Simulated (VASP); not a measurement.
MgO: single point with PBEsol

MgO:

```xyz
4
Lattice="3.5764 0.0000 0.0000 -1.7882 3.0972 0.0000 0.0000 0.0000 3.9988" Properties=species:S:1:pos:R:3 pbc="T T T"
Mg    1.7882    1.0823    2.9991
Mg    0.0000    2.0149    0.9997
O     1.7882    0.9956    0.9997
O     0.0000    2.1016    2.9991
```

This cell differs from its parent crystal: mode 5 frozen in at +0.049 Å, strain +e along z and -e/2 along x and y -0.0467.

| Quantity | Value |
| --- | --- |
| Program | VASP 6.6.1 |
| Task | single point |
| Functional | PBEsol |
| Potentials or basis | VASP PAW PBE potentials, release 64 (Mg, O) |
| Cutoff | 520 eV |
| k mesh | 9 × 9 × 6 |
| Occupations | gaussian, width 0.05 eV |
| Spin | no spin polarisation |
| Dipole correction | no |
| Further INCAR settings | ALGO = Normal; EDIFF = 1e-07; NBANDS = 16 |

| Quantity | Value |
| --- | --- |
| Pressure | 1.7 GPa |
| Largest force | 0.338 eV/Å |
| Band gap on the k mesh | 3.35 eV, direct |

Forces on the atoms (eV/Å):
```
Mg   0.000 -0.338  0.000
Mg   0.000  0.338  0.000
O    0.000  0.235  0.000
O    0.000 -0.235  0.000
```

Stress tensor (GPa, compression positive):
```
-2.91  0.00  0.00
 0.00 -3.53  0.00
 0.00  0.00 11.46
```

Levels at points of the mesh, in eV from the valence-band top:
```tsv
k point	band 4	band 5	band 6	band 7	band 8	band 9	band 10	band 11	band 12	band 13
(0.00, 0.00, 0.00)	-1.79	-1.72	-0.73	-0.53	0.00	3.35	9.71	11.82	12.29	12.72
(0.00, 0.00, 0.50)	-2.40	-1.24	-1.24	-1.19	-1.19	6.45	6.45	12.35	12.35	12.42
```

Wall time 25 s on 1 thread of Intel(R) Xeon(R) 6975P-C (Granite Rapids), with other jobs on the host, peak memory 0.2 GiB.

Caveat: the cell differs from its parent crystal (mode 5 frozen in at +0.049 Å, strain +e along z and -e/2 along x and y -0.0467); the PAW data sets were made with another functional, which shifts forces and pressure a little.
